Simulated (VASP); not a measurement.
# Rb (P6_3/mmc) in VASP: further runs

The runs below take Rb through relaxation of cell and atoms, single point, with RPBE.

Program: VASP 6.6.1. These are calculated values, not measurements. Logs are shortened: lines on timing, memory, paths and dates and some standing lists are left out, and cuts for length are marked.

## Step 1: The cell of the first run

It takes space group P6_3/mmc (No. 194, hexagonal). Conventional cell: a = 4.976 Å, b = 4.976 Å, c = 8.125 Å, α = 90.00°, β = 90.00°, γ = 120.00°.

This isn't the form of Rb at room conditions, which is bcc.

## Step 2: Relaxation of cell and atoms, RPBE

INCAR reads:

```
SYSTEM = Rb
PREC = Accurate ; ENCUT = 600
EDIFF = 1E-6 ; ISMEAR = -1
SIGMA = 0.1 ; LREAL = .FALSE.
LASPH = .TRUE. ; NELM = 80
ALGO = Normal ; ISIF = 3
LWAVE = .FALSE. ; LCHARG = .FALSE.
GGA = RP ; IBRION = 2
NSW = 80 ; EDIFFG = -0.01
```

KPOINTS reads:

```
regular mesh
0
G
  7 7 4
  0 0 0
```

POSCAR reads:

```
Rb
1.0
    4.9756623956      0.0000000000      0.0000000000
   -2.4878311978      4.3090500353      0.0000000000
    0.0000000000      0.0000000000      8.1252566921
Rb
2
Direct
    0.3333333333      0.6666666667      0.2500000000
    0.6666666667      0.3333333333      0.7500000000
```

Potentials or basis: VASP PAW PBE potentials, release 64 (Rb_sv).

Command:

```console
> cat potpaw_PBE.64/Rb_sv/POTCAR > POTCAR
> mpirun -np 1 vasp_std > vasp.out
```

OUTCAR:

```text
SYSTEM = Rb
   PREC = Accurate
   ENCUT = 600
   EDIFF = 1E-6
   ISMEAR = -1
   LREAL = .FALSE.
   LASPH = .TRUE.
   NELM = 80
   ISIF = 3
   GGA = RP
   IBRION = 2
   NSW = 80
   EDIFFG = -0.01

 ion  position               nearest neighbor table
   1  0.333  0.667  0.250-   2 4.98   2 4.98   2 4.98   2 4.98   2 4.98   2 4.98
   2  0.667  0.333  0.750-   1 4.98   1 4.98   1 4.98   1 4.98   1 4.98   1 4.98

  LATTYP: Found a hexagonal cell.
 ALAT       =     4.9756623956
 C/A-ratio  =     1.6330000000

  Lattice vectors:

 A1 = (   4.9756623956,   0.0000000000,   0.0000000000)
 A2 = (  -2.4878311978,   4.3090500353,   0.0000000000)
 A3 = (   0.0000000000,   0.0000000000,   8.1252566921)

Analysis of symmetry for initial positions (statically):
=====================================================================
 Subroutine PRICEL returns:
 Original cell was already a primitive cell.

 Routine SETGRP: Setting up the symmetry group for a
 hexagonal supercell.

 Subroutine GETGRP returns: Found 24 space group operations
 (whereof 12 operations were pure point group operations)
 out of a pool of 24 trial point group operations.

The static configuration has the point symmetry D_3d.
 The point group associated with its full space group is D_6h.

Analysis of symmetry for dynamics (positions and initial velocities):
=====================================================================
 Subroutine PRICEL returns:
 Original cell was already a primitive cell.

 Routine SETGRP: Setting up the symmetry group for a
 hexagonal supercell.

 Subroutine GETGRP returns: Found 24 space group operations
 (whereof 12 operations were pure point group operations)
 out of a pool of 24 trial point group operations.

The dynamic configuration has the point symmetry D_3d.
 The point group associated with its full space group is D_6h.

 Subroutine INISYM returns: Found 24 space group operations
 (whereof 12 operations are pure point group operations),
 and found     1 'primitive' translations

----------------------------------------------------------------------------------------

                                     Primitive cell

  volume of cell :     174.2086

  direct lattice vectors                    reciprocal lattice vectors
     4.975662396  0.000000000  0.000000000     0.200978266  0.116034856  0.000000000
    -2.487831198  4.309050035  0.000000000     0.000000000  0.232069712  0.000000000
     0.000000000  0.000000000  8.125256692     0.000000000  0.000000000  0.123073035

  length of vectors
     4.975662396  4.975662396  8.125256692     0.232069712  0.232069712  0.123073035

  position of ions in fractional coordinates (direct lattice)
     0.333333333  0.666666667  0.250000000
     0.666666667  0.333333333  0.750000000

  ion indices of the primitive-cell ions
   primitive index   ion index
                 1           1
                 2           2

----------------------------------------------------------------------------------------

 KPOINTS: regular mesh

Automatic generation of k-mesh.
 Grid dimensions read from file:
 generate k-points for:    7    7    4

 Generating k-lattice:

  Cartesian coordinates                     Fractional coordinates (reciprocal lattice)
     0.028711181  0.016576408  0.000000000     0.142857143  0.000000000  0.000000000
     0.000000000  0.033152816  0.000000000     0.000000000  0.142857143  0.000000000
     0.000000000  0.000000000  0.030768259     0.000000000  0.000000000  0.250000000

  Length of vectors
     0.033152816  0.033152816  0.030768259

  Shift w.r.t. Gamma in fractional coordinates (k-lattice)
     0.000000000  0.000000000  0.000000000

 Subroutine IBZKPT returns following result:
 ===========================================

 Found     24 irreducible k-points:

 Following reciprocal coordinates:
            Coordinates               Weight
  0.000000  0.000000  0.000000      1.000000
  0.142857 -0.000000  0.000000      6.000000
  0.285714  0.000000  0.000000      6.000000
  0.428571 -0.000000  0.000000      6.000000
  0.142857  0.142857  0.000000      6.000000
  0.285714  0.142857  0.000000     12.000000
[... 16 lines left out ...]
  0.428571  0.142857  0.500000      6.000000
  0.285714  0.285714  0.500000      6.000000
   k-points           NKPTS =     24   k-points in BZ     NKDIM =     24   number of bands    NBANDS=     13
   number of dos      NEDOS =    301   number of ions     NIONS =      2
   total plane-waves  NPLWV = 112000
   dimension x,y,z NGX =    40 NGY =   40 NGZ =   70
   dimension x,y,z NGXF=    80 NGYF=   80 NGZF=  140
   ions per type =               2
   NGX,Y,Z   is equivalent  to a cutoff of  13.36, 13.36, 14.32 a.u.
   NGXF,Y,Z  is equivalent  to a cutoff of  26.73, 26.73, 28.64 a.u.
 SYSTEM =  Rb
   PREC   = accura    normal or accurate (medium, high low for compatibility)
   ISTART =      0    job   : 0-new  1-cont  2-samecut
   ICHARG =      2    charge: 1-file 2-atom 10-const
   ISPIN  =      1    spin polarized calculation?
   LNONCOLLINEAR =      F non collinear calculations
   LSORBIT =      F    spin-orbit coupling
   LASPH  =      T    aspherical Exc in radial PAW
   ENCUT  =  600.0 eV  44.10 Ry    6.64 a.u.   9.94  9.94 16.23*2*pi/ulx,y,z
   NELM   =     80;   NELMIN=  2; NELMDL= -5     # of ELM steps
   EDIFF  = 0.1E-05   stopping-criterion for ELM
   LREAL  =      F    real-space projection
   EDIFFG = -.1E-01   stopping-criterion for IOM
   NSW    =     80    number of steps for IOM
   IBRION =      2    ionic relax: 0-MD 1-quasi-New 2-CG
   NFREE  =      1    steps in history (QN), initial steepest desc. (CG)
   ISIF   =      3    stress and relaxation
   ISYM   =      2    0-nonsym 1-usesym 2-fastsym
   POTIM  = 0.5000    time-step for ionic-motion
   TEBEG  =    0.0;   TEEND  =   0.0 temperature during run
   PSTRESS=    0.0 pullay stress
   NELECT =      18.0000    total number of electrons
   NUPDOWN=      -1.0000    fix difference up-down
   EMIN   =  10.00;   EMAX   =-10.00  energy-range for DOS
   EFERMI =   0.00;   METHOD = LEGACY
   ISMEAR =    -1;   SIGMA  =   0.10  broadening in eV -4-tet -1-fermi 0-gaus
   EFERMI_NEDOS =   21; number of points for ismear=-14 and -15
   IALGO  =     38    algorithm
   IMIX   =      4    mixing-type and parameters
     AMIX     =   0.40;   BMIX     =  1.00
     AMIX_MAG =   1.60;   BMIX_MAG =  1.00
  volume/ion in A,a.u.               =      87.10       587.81
  Fermi-wavevector in a.u.,A,eV,Ry     =   0.768203  1.451693  8.029279  0.590135
  Thomas-Fermi vector in A             =   1.868925
   LORBIT       =      0    0 simple, 1 ext, 2 COOP (PROOUT), +10 PAW based schemes
   GGA     = RP    functional components
   LHFCALC =     F    Hartree Fock is set to
   AEXX    =    0.0000 exact exchange contribution
   IVDW    =     0    specifies the selected vdW correction
   LEPSILON=     F    determine dielectric tensor
   LRPA    =     F    only Hartree local field effects (RPA)
 conjugate gradient relaxation of ions
 non-spin polarized calculation
  energy-cutoff  :      600.00
  volume of cell :      174.21
 maximum number of plane-waves:      5840
 NGX is ok and might be reduce to    40
   NGX = 19   NGY = 19   NGZ = 33

--------------------------------------- Ionic step        1  -------------------------------------------

 number of electron      18.0000000 magnetization

 Free energy of the ion-electron system (eV)
  ---------------------------------------------------
  ext. energy  EPLUGINS =         0.00000000
  ---------------------------------------------------
  free energy    TOTEN  =        -1.64911769 eV

  energy without entropy =       -1.59301347  energy(sigma->0) =       -1.62106558

------------------------ aborting loop because EDIFF is reached ----------------------------------------

  FORCE on cell =-STRESS in cart. coord.  units (eV):
  Direction    XX          YY          ZZ          XY          YZ          ZX
  --------------------------------------------------------------------------------------
  -------------------------------------------------------------------------------------
  Total        0.4775008      0.4775008      0.5461185      0.0000000      0.0000000      0.0000000
  in kB        4.3915229      4.3915229      5.0225923      0.0000000      0.0000000      0.0000000
  external PRESSURE =       4.6018794 kB  Pullay stress =       0.0000000 kB

 VOLUME and BASIS-vectors are now :
 -----------------------------------------------------------------------------
  energy-cutoff  :      600.00
  volume of cell :      174.21
      direct lattice vectors                 reciprocal lattice vectors
     4.975662396  0.000000000  0.000000000     0.200978266  0.116034856  0.000000000
    -2.487831198  4.309050035  0.000000000     0.000000000  0.232069712  0.000000000
     0.000000000  0.000000000  8.125256692     0.000000000  0.000000000  0.123073035

 POSITION                                       TOTAL-FORCE (eV/Angst)
 -----------------------------------------------------------------------------------
     -0.00000      2.87270      2.03131         0.000000      0.000000      0.000000
      2.48783      1.43635      6.09394        -0.000000      0.000000      0.000000
 -----------------------------------------------------------------------------------
    total drift:                                0.000000     -0.000000      0.000000

  FREE ENERGIE OF THE ION-ELECTRON SYSTEM (eV)
  ---------------------------------------------------
  free  energy   TOTEN  =        -1.6491176940 eV

  energy  without entropy=       -1.5930134692  energy(sigma->0) =       -1.62106558

--------------------------------------- Ionic step        2  -------------------------------------------

 number of electron      18.0000000 magnetization

 E-fermi :   0.1669     XC(G=0):  -5.3471

 val. band max:        0.1151198543   @ k =   0.1429   0.1429   0.2500
 cond. band min:       0.2631702728   @ k =   0.2857   0.0000   0.2500
 fundamental gap:      0.1480504184
 Fermi energy:         0.1669329841

 k-point     1 :       0.0000    0.0000    0.0000
  band No.  band energies     occupation
      1     -28.7860      2.00000
      2     -28.7822      2.00000
      3     -12.9323      2.00000
      4     -12.8519      2.00000
      5     -12.8519      2.00000
      6     -12.8391      2.00000
      7     -12.8391      2.00000
      8     -12.8384      2.00000
      9      -1.8093      2.00000
     10       0.3203      0.35504
     11       0.7822      0.00425
     12       3.6732      0.00000
     13       3.6741      0.00000

 k-point     2 :       0.1429   -0.0000    0.0000
  band No.  band energies     occupation
      1     -28.7854      2.00000
      2     -28.7819      2.00000
      3     -12.9262      2.00000
      4     -12.8655      2.00000
      5     -12.8562      2.00000
      6     -12.8530      2.00000
      7     -12.8414      2.00000
      8     -12.8407      2.00000
      9      -1.6076      2.00000
     10       0.5357      0.04883
     11       0.8459      0.00225
[... 410 lines left out ...]
 POSITION                                       TOTAL-FORCE (eV/Angst)
 -----------------------------------------------------------------------------------
     -0.00000      3.00505      2.13835         0.000000      0.000000      0.000000
      2.60245      1.50253      6.41505        -0.000000     -0.000000      0.000000
 -----------------------------------------------------------------------------------
    total drift:                                0.000000     -0.000000      0.000000

  FREE ENERGIE OF THE ION-ELECTRON SYSTEM (eV)
  ---------------------------------------------------
  free  energy   TOTEN  =        -1.6850203863 eV

  energy  without entropy=       -1.6259234144  energy(sigma->0) =       -1.65547190

--------------------------------------- Ionic step        4  -------------------------------------------

 number of electron      18.0000000 magnetization

 Free energy of the ion-electron system (eV)
  ---------------------------------------------------
  ext. energy  EPLUGINS =         0.00000000
  ---------------------------------------------------
  free energy    TOTEN  =        -1.68512630 eV

  energy without entropy =       -1.62576274  energy(sigma->0) =       -1.65544452

 E-fermi :  -0.0896     XC(G=0):  -5.0846

 val. band max:       -0.1482078857   @ k =   0.1429   0.1429   0.2500
 cond. band min:      -0.0053208490   @ k =   0.2857   0.0000   0.2500
 fundamental gap:      0.1428870366
 Fermi energy:        -0.0896074088

 k-point     1 :       0.0000    0.0000    0.0000
  band No.  band energies     occupation
      1     -29.1021      2.00000
      2     -29.1001      2.00000
      3     -13.2244      2.00000
      4     -13.1726      2.00000
      5     -13.1726      2.00000
      6     -13.1642      2.00000
      7     -13.1642      2.00000
      8     -13.1636      2.00000
      9      -1.9138      2.00000
     10       0.0653      0.35052
     11       0.4561      0.00849
     12       3.3286      0.00000
     13       3.3286      0.00000

 k-point     2 :       0.1429   -0.0000    0.0000
  band No.  band energies     occupation
      1     -29.1018      2.00000
      2     -29.0999      2.00000
      3     -13.2205      2.00000
      4     -13.1816      2.00000
      5     -13.1754      2.00000
      6     -13.1734      2.00000
      7     -13.1658      2.00000
      8     -13.1651      2.00000
      9      -1.7312      2.00000
     10       0.2619      0.05778
     11       0.5299      0.00407
[... 374 lines left out ...]
 POSITION                                       TOTAL-FORCE (eV/Angst)
 -----------------------------------------------------------------------------------
     -0.00000      3.01521      2.14657        -0.000000      0.000000      0.000000
      2.61125      1.50761      6.43970         0.000000     -0.000000      0.000000
 -----------------------------------------------------------------------------------
    total drift:                                0.000000     -0.000000      0.000000

  FREE ENERGIE OF THE ION-ELECTRON SYSTEM (eV)
  ---------------------------------------------------
  free  energy   TOTEN  =        -1.6851262966 eV

  energy  without entropy=       -1.6257627352  energy(sigma->0) =       -1.65544452

 reached required accuracy - stopping structural energy minimisation
```

It took 5 min on 1 thread of Intel Xeon 8259CL, shared host; peak memory 0.36 GiB.

Results:

```yaml
Free_energy: -1.6851 eV
Relaxed_volume: 101.41 Å³/atom
Relaxed_cell: a = 5.222 Å, b = 5.222 Å, c = 8.586 Å, α = 90.00°, β = 90.00°, γ = 120.00°
Space_group_after_relaxing_to_0.1_Å: P6_3/mmc (No. 194)
Energy_gained_by_relaxing: 18.0 meV/atom
Ionic_steps: 4
Pressure_after_relaxing: 0.0 GPa
Band_gap_on_the_k_mesh: zero (bands 9 and 10 overlap by 1.82 eV)
```

Step by step:
| step | energy change (eV) | largest force (eV/Å) | pressure (GPa) | volume (Å³) |
| --- | --- | --- | --- | --- |
| 1 | 0.0000 | 0.0000 | 0.46 | 174.21 |
| 2 | -0.0156 | 0.0000 | 0.34 | 180.59 |
| 3 | -0.0359 | 0.0000 | 0.03 | 200.68 |
| 4 | -0.0360 | 0.0000 | 0.00 | 202.81 |

Final structure:
```yaml
crystal:
  lattice:
    - [5.22250, 0.00000, 0.00000]
    - [-2.61125, 4.52282, 0.00000]
    - [0.00000, 0.00000, 8.58627]
  atoms:
    - { symbol: Rb, position: [0.33333, 0.66667, 0.25000] }
    - { symbol: Rb, position: [0.66667, 0.33333, 0.75000] }
```

Caveat: the volume moved by over 15 % at a fixed basis, so the end points are rough; the PAW data sets were made with another functional, which shifts forces and pressure a little.

(Part 1 of 2 ends here.)
